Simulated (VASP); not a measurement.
A run of VASP 6.6.1:

The input POSCAR:

```
Al4FeCo3
1.0
   -2.8541907000      2.8541907000      2.8541907000
    2.8541907000     -2.8541907000      2.8541907000
    2.8541907000      2.8541907000     -2.8541907000
Al Fe Co
4 1 3
Direct
    0.0000000000      0.5000000000      0.0000000000
    0.5000000000      0.5000000000      0.5000000000
    0.0000000000      0.0000000000      0.5000000000
    0.5000000000      0.0000000000      0.0000000000
    0.0000000000      0.0000000000      0.0000000000
    0.5000000000      0.0000000000      0.5000000000
    0.5000000000      0.5000000000      0.0000000000
    0.0000000000      0.5000000000      0.5000000000
```

INCAR.step1

```
SYSTEM = Al4FeCo3
  ALGO = Fast
  EDIFF = 1E-7
  ENCUT = 520
  GGA = PE
  ISIF = 2
  ISMEAR = 0
  LASPH = .True.
  LCHARG = .True.
  LMAXMIX = 4
  LREAL = .False.
  LWAVE = .False.
  NBANDS = 34
  NELM = 60
  PREC = Accurate
  SIGMA = 0.1
```

KPOINTS.step1

```
k-points
0
Gamma
  10 10 10
  0 0 0
```

File INCAR.step2:

```
SYSTEM = Al4FeCo3
  ALGO = Fast
  EDIFF = 1E-7
  ENCUT = 520
  GGA = PE
  ICHARG = 11
  ISIF = 2
  ISMEAR = -5
  LASPH = .True.
  LCHARG = .False.
  LMAXMIX = 4
  LORBIT = 10
  LREAL = .False.
  LWAVE = .False.
  NEDOS = 1001
  NELM = 60
  PREC = Accurate
  SIGMA = 0.1
```

KPOINTS.step2

```
k-points
0
Gamma
  15 15 15
  0 0 0
```

Potentials or basis: VASP PAW PBE potentials, release 64 (Al, Fe, Co).

Command:

```bash
$ cat potpaw_PBE.64/Al/POTCAR potpaw_PBE.64/Fe/POTCAR potpaw_PBE.64/Co/POTCAR > POTCAR
$ cp INCAR.step1 INCAR
$ cp KPOINTS.step1 KPOINTS
$ mpirun -np 1 vasp_std > vasp.out
$ cp INCAR.step2 INCAR
$ cp KPOINTS.step2 KPOINTS
$ mpirun -np 1 vasp_std > vasp.out
```

Hardware: 1 thread of AMD EPYC 9R45 96-Core Processor (Zen 5), with other jobs on the host.

Problem. How long does it take, and how much memory?

Solution. Run time: 4.9 min on 1 thread of AMD EPYC 9R45 96-Core Processor (Zen 5), on a shared host, peak memory 0.41 GiB. Counts: k points 120.
